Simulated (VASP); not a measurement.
A run of VASP 6.6.1 is set up as follows.

File POSCAR:

```
InP
1.0
    0.0000000000      2.7847709765      2.7847709765
    2.7847709765      0.0000000000      2.7847709765
    2.7847709765      2.7847709765      0.0000000000
In P
1 1
Direct
    0.0000000000      0.0000000000      0.0000000000
    0.5000000000      0.5000000000      0.5000000000
```

The input INCAR.step1:

```
PREC = Accurate ; ENCUT = 520
EDIFF = 1E-5 ; ISMEAR = -1
SIGMA = 0.05 ; LREAL = F
LASPH = T ; NELM = 60
ALGO = Normal ; ISIF = 2
LWAVE = T ; LCHARG = F
GGA = PE ; NBANDS = 16
```

Contents of INCAR.step2:

```
PREC = Accurate ; ENCUT = 520
EDIFF = 1E-6 ; ISMEAR = -1
SIGMA = 0.05 ; LREAL = F
LASPH = T ; NELM = 60
ALGO = Normal ; ISIF = 2
LWAVE = F ; LCHARG = F
GGA = PE ; LHFCALC = T
AEXX = 1.0 ; ALDAC = 0.0
AGGAC = 0.0 ; PRECFOCK = Normal
ISTART = 1 ; NBANDS = 16
```

Contents of KPOINTS:

```
Automatic mesh
0
Gamma
  4 4 4
```

Potentials or basis: VASP PAW PBE potentials, release 64 (In_d, P).

The run is started by

```sh
$ cat potpaw_PBE.64/In_d/POTCAR potpaw_PBE.64/P/POTCAR > POTCAR
$ cp INCAR.step1 INCAR
$ mpirun -np 1 vasp_std > vasp.out
$ cp INCAR.step2 INCAR
$ mpirun -np 1 vasp_std > vasp.out
```

Q: Estimate the pressure.

A: -0.7 GPa.

Q: Estimate the band gap on the k mesh.

A: Zero (band 9 reaches 7.54 eV, above the bottom of band 10 at 4.53 eV).

Caveat: the k points lie up to 0.49 Å⁻¹ apart; the PAW data sets were made with another functional, which shifts forces and pressure a little; spin-orbit coupling is left out, which moves the levels of the heavy elements.
